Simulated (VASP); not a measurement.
# SiC (R3m) in VASP: a series of runs, part 2 of 2

VASP 6.6.1. The steps go on from the part before.

### Step 3. Single point, PBE

INCAR

```
SYSTEM = SiC
PREC = Accurate ; ENCUT = 520
EDIFF = 1E-7 ; ISMEAR = 0
SIGMA = 0.05 ; LREAL = .FALSE.
LASPH = .TRUE. ; NELM = 100
ALGO = Normal ; ISIF = 2
LWAVE = .FALSE. ; LCHARG = .FALSE.
GGA = PE ; NBANDS = 11
```

KPOINTS

```
regular mesh
0
G
  12 12 12
  0 0 0
```

POSCAR

```
SiC
1.0
    0.0000000000      2.1488882885      2.1488882885
    2.1488882885      0.0000000000      2.1488882885
    2.1110678546      2.1110678546      0.0378204339
Si C
1 1
Direct
    0.0000000000      0.0000000000      0.0000000000
    0.7500000000      0.7500000000      0.7500000000
```

Potentials or basis: VASP PAW PBE potentials, release 64 (Si, C).

Command:

```console
$ cat potpaw_PBE.64/Si/POTCAR potpaw_PBE.64/C/POTCAR > POTCAR
$ mpirun -np 1 vasp_std > vasp.out
```

OUTCAR:

```text
SYSTEM = SiC
   PREC = Accurate
   ENCUT = 520
   EDIFF = 1E-7
   ISMEAR = 0
   LREAL = .FALSE.
   LASPH = .TRUE.
   NELM = 100
   ISIF = 2
   GGA = PE

 ion  position               nearest neighbor table
   1  0.000  0.000  0.000-   2 1.81   2 1.86   2 1.86   2 1.86
   2  0.750  0.750  0.750-   1 1.81   1 1.86   1 1.86   1 1.86

  LATTYP: Found a trigonal (rhomboedric) cell.
 ALAT       =     2.9857403368
 COS(alpha) =     0.4820073384

  Lattice vectors:

 A1 = (   2.1110678546,  -0.0378204339,  -2.1110678546)
 A2 = (  -0.0378204339,   2.1110678546,  -2.1110678546)
 A3 = (   2.1110678546,   2.1110678546,   0.0378204339)

Analysis of symmetry for initial positions (statically):
=====================================================================
 Subroutine PRICEL returns:
 Original cell was already a primitive cell.

 Routine SETGRP: Setting up the symmetry group for a
 trigonal (rhombohedral) supercell.

 Subroutine GETGRP returns: Found  6 space group operations
 (whereof  6 operations were pure point group operations)
 out of a pool of 12 trial point group operations.

The static configuration has the point symmetry C_3v.

Analysis of symmetry for dynamics (positions and initial velocities):
=====================================================================
 Subroutine PRICEL returns:
 Original cell was already a primitive cell.

 Routine SETGRP: Setting up the symmetry group for a
 trigonal (rhombohedral) supercell.

 Subroutine GETGRP returns: Found  6 space group operations
 (whereof  6 operations were pure point group operations)
 out of a pool of 12 trial point group operations.

The dynamic configuration has the point symmetry C_3v.

 Subroutine INISYM returns: Found  6 space group operations
 (whereof  6 operations are pure point group operations),
 and found     1 'primitive' translations

----------------------------------------------------------------------------------------

                                     Primitive cell

  volume of cell :      19.3220
[... 112 lines left out ...]
  Thomas-Fermi vector in A             =   2.355398
   LORBIT       =      0    0 simple, 1 ext, 2 COOP (PROOUT), +10 PAW based schemes
   GGA     = PE    functional components
   LHFCALC =     F    Hartree Fock is set to
   AEXX    =    0.0000 exact exchange contribution
   IVDW    =     0    specifies the selected vdW correction
   LEPSILON=     F    determine dielectric tensor
   LRPA    =     F    only Hartree local field effects (RPA)
 non-spin polarized calculation
 Gauss-broadening in eV      SIGMA  =   0.05
  energy-cutoff  :      520.00
  volume of cell :       19.32
 maximum number of plane-waves:       535
   NGX = 11   NGY = 11   NGZ = 11

 number of electron       7.9999999 magnetization

 Free energy of the ion-electron system (eV)
  ---------------------------------------------------
  ext. energy  EPLUGINS =         0.00000000
  ---------------------------------------------------
  free energy    TOTEN  =       -14.93972441 eV

  energy without entropy =      -14.93972441  energy(sigma->0) =      -14.93972441

 E-fermi :   9.3273     XC(G=0): -11.6577

 val. band max:        9.0036761288   @ k =   0.0000   0.0000   0.0000
 cond. band min:      10.1712108517   @ k =   0.5000   0.5000   0.0000
 fundamental gap:      1.1675347228
 Fermi energy:         9.3273149813

 k-point     1 :       0.0000    0.0000    0.0000
  band No.  band energies     occupation
      1      -7.0591      2.00000
      2       8.8366      2.00000
      3       8.8366      2.00000
      4       9.0037      2.00000
      5      15.7421      0.00000
      6      16.4786      0.00000
      7      16.4786      0.00000
      8      17.3432      0.00000
      9      23.8186      0.00000
     10      23.8186      0.00000
     11      26.4406      0.00000
[... 309 lines left out ...]
 k-point    24 :      -0.4167    0.1667    0.0000
  band No.  band energies     occupation
      1      -2.9743      2.00000
      2       0.5355      2.00000
      3       5.7413      2.00000
      4       7.4318      2.00000
      5      14.3799      0.00000
      6      17.2234      0.00000
      7      18.0069      0.00000
      8      20.6410      0.00000
      9      24.0527      0.00000
     10      25.1020      0.00000
     11      27.8340      0.00000

 [... further k-points ...]
[... 5 lines left out ...]
  --------------------------------------------------------------------------------------
  -------------------------------------------------------------------------------------
  Total        2.5354240      2.5354240      2.5354240      0.7235515     -0.7235515     -0.7235515
  in kB      210.2369775    210.2369775    210.2369775     59.9967808    -59.9967808    -59.9967808
  external PRESSURE =     210.2369775 kB  Pullay stress =       0.0000000 kB

 VOLUME and BASIS-vectors are now :
 -----------------------------------------------------------------------------
  energy-cutoff  :      520.00
  volume of cell :       19.32
      direct lattice vectors                 reciprocal lattice vectors
     0.000000000  2.148888288  2.148888288    -0.234781544  0.230575360  0.234781544
     2.148888288  0.000000000  2.148888288     0.230575360 -0.234781544  0.234781544
     2.111067855  2.111067855  0.037820434     0.238987728  0.238987728 -0.238987728

 POSITION                                       TOTAL-FORCE (eV/Angst)
 -----------------------------------------------------------------------------------
      0.00000      0.00000      0.00000        -0.243156     -0.243156      0.243156
      3.19497      3.19497      3.25170         0.243156      0.243156     -0.243156
 -----------------------------------------------------------------------------------
    total drift:                                0.000118      0.000118     -0.000118

  FREE ENERGIE OF THE ION-ELECTRON SYSTEM (eV)
  ---------------------------------------------------
  free  energy   TOTEN  =       -14.9397244063 eV

  energy  without entropy=      -14.9397244063  energy(sigma->0) =      -14.93972441
```

OSZICAR:

```text
N       E                     dE             d eps       ncg     rms          rms(c)
DAV:   1     0.259922550888E+01    0.25992E+01   -0.40250E+03  4374   0.618E+02
DAV:   2    -0.164752411044E+02   -0.19074E+02   -0.18261E+02  5224   0.110E+02
DAV:   3    -0.170002607680E+02   -0.52502E+00   -0.52414E+00  5096   0.150E+01
DAV:   4    -0.170020799496E+02   -0.18192E-02   -0.18191E-02  4752   0.113E+00
DAV:   5    -0.170020873402E+02   -0.73905E-05   -0.73905E-05  5110   0.664E-02    0.958E+00
DAV:   6    -0.150216987377E+02    0.19804E+01   -0.66247E+00  4686   0.119E+01    0.431E+00
DAV:   7    -0.149478640766E+02    0.73835E-01   -0.48078E-01  5013   0.392E+00    0.192E+00
DAV:   8    -0.149395117806E+02    0.83523E-02   -0.21647E-02  4707   0.984E-01    0.172E-01
DAV:   9    -0.149396248991E+02   -0.11312E-03   -0.15086E-03  5157   0.231E-01    0.116E-01
DAV:  10    -0.149397210962E+02   -0.96197E-04   -0.20151E-04  4602   0.896E-02    0.275E-02
DAV:  11    -0.149397241666E+02   -0.30704E-05   -0.30132E-05  4998   0.307E-02    0.716E-03
DAV:  12    -0.149397243518E+02   -0.18525E-06   -0.14410E-06  4824   0.750E-03    0.137E-03
DAV:  13    -0.149397244063E+02   -0.54473E-07   -0.11444E-07  4500   0.239E-03
   1 F= -.14939724E+02 E0= -.14939724E+02  d E =-.104060E-22
```

Run time: 16 s. Hardware: 1 thread of Intel Xeon 6975P-C (Granite Rapids), shared host; peak memory 0.16 GiB.

What came out:

```yaml
Free_energy: -14.9397 eV
Pressure: 21.0 GPa
Largest_force: 0.421 eV/Å
Band_gap_on_the_k_mesh: 1.17 eV, indirect (least direct gap 4.44 eV)
```

Forces on the atoms (eV/Å):
```
Si  -0.243 -0.243  0.243
C    0.243  0.243 -0.243
```

Stress tensor (GPa, compression positive):
```
21.02  6.00 -6.00
 6.00 21.02 -6.00
-6.00 -6.00 21.02
```

Levels at points of the mesh, in eV from the valence-band top:
```
           k point  band 1  band 2  band 3  band 4  band 5  band 6  band 7  band 8
(0.00, 0.00, 0.00)  -16.06   -0.17   -0.17    0.00    6.74    7.47    7.47    8.34
(0.50, 0.00, 0.00)  -12.31   -9.05   -1.14   -1.10    6.07    7.28    7.71   10.38
(0.50, 0.50, 0.00)  -10.72   -8.13   -3.58   -3.27    1.17    4.48   14.62   14.75
(0.00, 0.00, 0.50)  -12.02   -8.97   -1.34   -1.34    5.56    7.16    7.16   10.18
```

### Step 4. Single point, PBE

INCAR

```
SYSTEM = SiC
PREC = Accurate ; ENCUT = 520
EDIFF = 1E-7 ; ISMEAR = 0
SIGMA = 0.05 ; LREAL = .False.
LASPH = .True. ; NELM = 60
ALGO = Normal ; ISIF = 2
LWAVE = .False. ; LCHARG = .False.
GGA = PE ; NBANDS = 11
```

KPOINTS

```
Automatic mesh
0
Gamma
  12 12 12
  0 0 0
```

POSCAR

```
SiC
1.0
    0.0000000000      2.0922019214      2.0922019214
    2.0922019214      0.0000000000      2.0922019214
    2.1687765117      2.1687765117     -0.0765745903
Si C
1 1
Direct
    0.0000000000      0.0000000000      0.0000000000
    0.7500000000      0.7500000000      0.7500000000
```

Command:

```console
$ cat potpaw_PBE.64/Si/POTCAR potpaw_PBE.64/C/POTCAR > POTCAR
$ mpirun -np 1 vasp_std > vasp.out
```

Run time: 15 s. Hardware: 1 thread of Intel Xeon 6975P-C (Granite Rapids), shared host; peak memory 0.15 GiB.

It converged, with:

```yaml
Free_energy: -14.8854 eV
Pressure: 21.7 GPa
Largest_force: 0.608 eV/Å
Band_gap_on_the_k_mesh: 1.11 eV, indirect (least direct gap 4.26 eV)
```

Forces in eV/Å, atoms in the order of the input:
```
Si   0.351  0.351 -0.351
C   -0.351 -0.351  0.351
```

Stress tensor (GPa, compression positive):
```
 21.74 -11.27  11.27
-11.27  21.74  11.27
 11.27  11.27  21.74
```

Levels at points of the mesh, in eV from the valence-band top:
| k point | band 1 | band 2 | band 3 | band 4 | band 5 | band 6 | band 7 | band 8 | band 9 |
| --- | --- | --- | --- | --- | --- | --- | --- | --- | --- |
| (0.00, 0.00, 0.00) | -16.09 | -0.40 | 0.00 | 0.00 | 5.83 | 7.94 | 8.13 | 8.13 | 14.82 |
| (0.50, 0.00, 0.00) | -12.11 | -9.01 | -1.34 | -1.25 | 5.56 | 6.91 | 7.65 | 10.23 | 16.49 |
| (0.50, 0.50, 0.00) | -10.74 | -8.14 | -3.71 | -3.15 | 1.11 | 4.51 | 14.42 | 14.60 | 15.90 |
| (0.00, 0.00, 0.50) | -12.69 | -9.15 | -0.87 | -0.87 | 6.76 | 7.87 | 7.87 | 10.55 | 16.75 |

A k mesh can miss the band edges. As with any semilocal functional, this PBE gap is likely too small.

### Step 5. Single point, PBE

This run uses another cell than the first one, of the same volume but with other edges.

INCAR

```
SYSTEM = SiC
PREC = Accurate
ENCUT = 520
EDIFF = 1E-7
ISMEAR = 0
SIGMA = 0.05
LREAL = .FALSE.
LASPH = .TRUE.
NELM = 80
ALGO = Normal
ISIF = 2
LWAVE = .FALSE.
LCHARG = .FALSE.
GGA = PE
NBANDS = 11
```

KPOINTS

```
regular mesh
0
G
  12 12 12
  0 0 0
```

POSCAR

```
SiC
1.0
    0.0000000000      2.1680597571      2.1680597571
    2.1680597571      0.0000000000      2.1680597571
    2.0929003522      2.0929003522      0.0751594049
Si C
1 1
Direct
    0.0000000000      0.0000000000      0.0000000000
    0.7500000000      0.7500000000      0.7500000000
```

Command:

```console
$ cat potpaw_PBE.64/Si/POTCAR potpaw_PBE.64/C/POTCAR > POTCAR
$ mpirun -np 1 vasp_std > vasp.out
```

Run time: 15 s. Hardware: 1 thread of Intel Xeon 6975P-C (Granite Rapids), shared host; peak memory 0.16 GiB.

The run converged. Its results:

* Free energy: -14.8813 eV
* Pressure: 21.8 GPa
* Largest force: 0.930 eV/Å
* Band gap on the k mesh: 1.04 eV, indirect (least direct gap 4.23 eV)

Forces in eV/Å, atoms in the order of the input:
```
Si  -0.537 -0.537  0.537
C    0.537  0.537 -0.537
```

Stress tensor (GPa, compression positive):
```
 21.81  12.23 -12.23
 12.23  21.81 -12.23
-12.23 -12.23  21.81
```

Levels at points of the mesh, in eV from the valence-band top:
```csv
k point,band 1,band 2,band 3,band 4,band 5,band 6,band 7,band 8,band 9
"(0.00, 0.00, 0.00)",-16.16,-0.31,-0.31,0.00,6.35,7.18,7.18,9.03,14.75
"(0.50, 0.00, 0.00)",-12.47,-9.16,-1.18,-1.12,6.05,7.08,7.94,10.37,16.62
"(0.50, 0.50, 0.00)",-10.82,-8.21,-3.82,-3.19,1.04,4.45,14.30,14.63,15.77
"(0.00, 0.00, 0.50)",-11.89,-8.98,-1.59,-1.59,5.08,6.83,6.83,9.92,17.00
```

A k mesh can miss the band edges. As with any semilocal functional, this PBE gap is likely too small.

### Step 6. Single point, PBE

This run uses another cell than the first one, of 10.08 Å³/atom, 1.043 times its volume.

INCAR

```
PREC = Accurate
ENCUT = 520
EDIFF = 1E-6
ISMEAR = 0
SIGMA = 0.05
LREAL = F
LASPH = T
NELM = 100
ALGO = Normal
ISIF = 2
LWAVE = F
LCHARG = T
GGA = PE
LELF = T
LVHAR = T
NBANDS = 11
```

KPOINTS

```
Automatic mesh
0
Gamma
  12 12 12
```

POSCAR

```
SiC
1.0
    0.0000000000      2.1795877072      2.1795877072
    2.1795877072      0.0000000000      2.1795877072
    2.1412269636      2.1412269636      0.0383607436
Si C
1 1
Direct
    0.0000000000      0.0000000000      0.0000000000
    0.7500000000      0.7500000000      0.7500000000
```

Potentials or basis: VASP PAW PBE potentials, release 64 (Si, C).

Command:

```console
$ cat potpaw_PBE.64/Si/POTCAR potpaw_PBE.64/C/POTCAR > POTCAR
$ mpirun -np 1 vasp_std > vasp.out
```

OUTCAR:

```text
PREC = Accurate
   ENCUT = 520
   EDIFF = 1E-6
   ISMEAR = 0
   LREAL = F
   LASPH = T
   NELM = 100
   ISIF = 2
   GGA = PE

 ion  position               nearest neighbor table
   1  0.000  0.000  0.000-   2 1.84   2 1.88   2 1.88   2 1.88
   2  0.750  0.750  0.750-   1 1.84   1 1.88   1 1.88   1 1.88

  LATTYP: Found a trigonal (rhomboedric) cell.
 ALAT       =     3.0283951800
 COS(alpha) =     0.4820073384

  Lattice vectors:

 A1 = (   2.1412269636,  -0.0383607436,  -2.1412269636)
 A2 = (  -0.0383607436,   2.1412269636,  -2.1412269636)
[... 512 lines left out ...]
      6      16.3827      0.00000
      7      17.2701      0.00000
      8      19.7348      0.00000
      9      23.1426      0.00000
     10      24.2165      0.00000
     11      26.8307      0.00000

 [... further k-points ...]
[... 5 lines left out ...]
  --------------------------------------------------------------------------------------
  -------------------------------------------------------------------------------------
  Total        1.2057867      1.2057867      1.2057867      0.6747171     -0.6747171     -0.6747171
  in kB       95.8180831     95.8180831     95.8180831     53.6165244    -53.6165244    -53.6165244
  external PRESSURE =      95.8180831 kB  Pullay stress =       0.0000000 kB

 VOLUME and BASIS-vectors are now :
 -----------------------------------------------------------------------------
  energy-cutoff  :      520.00
  volume of cell :       20.16
      direct lattice vectors                 reciprocal lattice vectors
     0.000000000  2.179587707  2.179587707    -0.231474654  0.227327714  0.231474654
     2.179587707  0.000000000  2.179587707     0.227327714 -0.231474654  0.231474654
     2.141226964  2.141226964  0.038360744     0.235621594  0.235621594 -0.235621594

 POSITION                                       TOTAL-FORCE (eV/Angst)
 -----------------------------------------------------------------------------------
      0.00000      0.00000      0.00000        -0.196784     -0.196784      0.196784
      3.24061      3.24061      3.29815         0.196784      0.196784     -0.196784
 -----------------------------------------------------------------------------------
    total drift:                                0.000046      0.000046     -0.000046

  FREE ENERGIE OF THE ION-ELECTRON SYSTEM (eV)
  ---------------------------------------------------
  free  energy   TOTEN  =       -15.0192164232 eV

  energy  without entropy=      -15.0192164232  energy(sigma->0) =      -15.01921642
```

stdout:

```text
POSCAR found type information on POSCAR SiC
 POSCAR found :  2 types and       2 ions
 scaLAPACK will be used
 LDA part: xc-table for (Slater+PW92), standard interpolation
 POSCAR, INCAR and KPOINTS ok, starting setup
 FFT: planning ... GRIDC
 FFT: planning ... GRID_SOFT
 FFT: planning ... GRID
 WAVECAR not read
 entering main loop
```

Run time: 14 s. Hardware: 1 thread of Intel Xeon 6975P-C (Granite Rapids), shared host; peak memory 0.15 GiB.

What came out:

* Free energy: -15.0192 eV
* Pressure: 9.6 GPa
* Largest force: 0.341 eV/Å
* Band gap on the k mesh: 1.22 eV, indirect (least direct gap 4.40 eV)

Forces in eV/Å, atoms in the order of the input:
```
Si  -0.197 -0.197  0.197
C    0.197  0.197 -0.197
```

Stress tensor (GPa, compression positive):
```
 9.58  5.36 -5.36
 5.36  9.58 -5.36
-5.36 -5.36  9.58
```

Levels at points of the mesh, in eV from the valence-band top:
```csv
k point,band 1,band 2,band 3,band 4,band 5,band 6,band 7,band 8,band 9
"(0.00, 0.00, 0.00)",-15.71,-0.15,-0.15,0.00,6.27,7.18,7.18,7.99,14.57
"(0.50, 0.00, 0.00)",-12.12,-8.79,-1.12,-1.09,5.68,7.12,7.53,10.15,16.34
"(0.50, 0.50, 0.00)",-10.57,-7.98,-3.48,-3.18,1.22,4.33,14.12,14.25,15.12
"(0.00, 0.00, 0.50)",-11.83,-8.72,-1.31,-1.31,5.18,7.00,7.00,9.96,16.48
```

A k mesh can miss the band edges. As with any semilocal functional, this PBE gap is likely too small.

### Step 7. Summary

```tsv
cell	gap on the mesh (eV)	pressure (GPa)	largest force (eV/Å)
a = 2.985, b = 2.985, c = 3.039 Å, angles 60.6, 60.6, 60.0°, 2 atoms	1.22	21.0	0.34
a = 3.039, b = 3.039, c = 2.986 Å, angles 59.4, 59.4, 60.0°, 2 atoms	1.17	21.0	0.42
a = 2.959, b = 2.959, c = 3.068 Å, angles 61.2, 61.2, 60.0°, 2 atoms	1.11	21.7	0.61
a = 3.066, b = 3.066, c = 2.961 Å, angles 58.8, 58.8, 60.0°, 2 atoms	1.04	21.8	0.93
a = 3.082, b = 3.082, c = 3.028 Å, angles 59.4, 59.4, 60.0°, 2 atoms	1.22	9.6	0.34
```

Alike in all rows: task single point; level PBE; potentials or basis VASP PAW PBE potentials, release 64 (Si, C); no spin polarisation; k mesh 12 × 12 × 12; cutoff (eV) 520; smearing gaussian 0.05 eV.

Absolute energies hang on the potentials; compare differences alone.
